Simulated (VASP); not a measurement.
## Na2N: single point with PBE

The system is Na2N.

```
Na N
1.0
     3.36626    0.00000    0.00000
    -1.68313    2.91526    0.00000
     0.00000    0.00000    5.70652
Na N
2 1
Direct
  0.66667 0.33333 0.71756
  0.33333 0.66667 0.28244
  0.00000 0.00000 0.50000
```

The cell was generated, and may not be a known phase.

```
Program             : VASP 6.6.1
Task                : single point
Functional          : PBE
Potentials or basis : VASP PAW PBE potentials, release 64 (Na_pv, N)
Cutoff              : 520 eV
k mesh              : 6 × 6 × 4
Occupations         : gaussian, width 0.1 eV
Spin                : collinear spin, ferromagnetic start
Starting moments    : [0.0, 0.0, 1.0] μB
```

The pressure is 5.3 GPa and the largest force is 0.083 eV/Å. The net moment is 1.12 μB per cell, the site moments are Na -0.00; N +0.81 μB and the valence electrons inside the program's atomic spheres are Na 6.10; N 3.51.

Forces on the atoms (eV/Å):
```
Na   0.000  0.000  0.083
Na   0.000  0.000 -0.083
N    0.000  0.000  0.000
```

Stress tensor (GPa, compression positive):
```
7.12 0.00 0.00
0.00 7.12 0.00
0.00 0.00 1.61
```

Levels at points of the mesh, in eV from the Fermi level:
Spin up:
```tsv
k point	band 8	band 9	band 10	band 11	band 12	band 13
(0.00, 0.00, 0.00)	-2.02	-1.01	-0.73	-0.73	6.20	7.01
(0.50, 0.00, 0.00)	-2.92	-1.11	-1.06	3.07	3.46	6.59
(0.00, 0.00, 0.50)	-2.88	-0.73	-0.73	0.86	3.67	9.13
(0.50, 0.00, 0.50)	-2.88	-1.24	-1.11	2.95	3.94	7.46
```
Spin down:
```tsv
k point	band 7	band 8	band 9	band 10	band 11	band 12
(0.00, 0.00, 0.00)	-11.44	-1.53	-1.21	1.33	1.33	6.34
(0.50, 0.00, 0.00)	-10.76	-1.52	-0.41	0.86	2.84	3.37
(0.00, 0.00, 0.50)	-11.42	-2.74	1.10	1.34	1.34	3.78
(0.50, 0.00, 0.50)	-10.76	-1.41	-0.68	0.86	2.68	3.83
```

Run time: 84 s on 1 thread of AMD EPYC 7R13, on a shared host, peak memory 0.18 GiB.

Caveat: the stress differs along the axes, from 2 to 7 GPa.
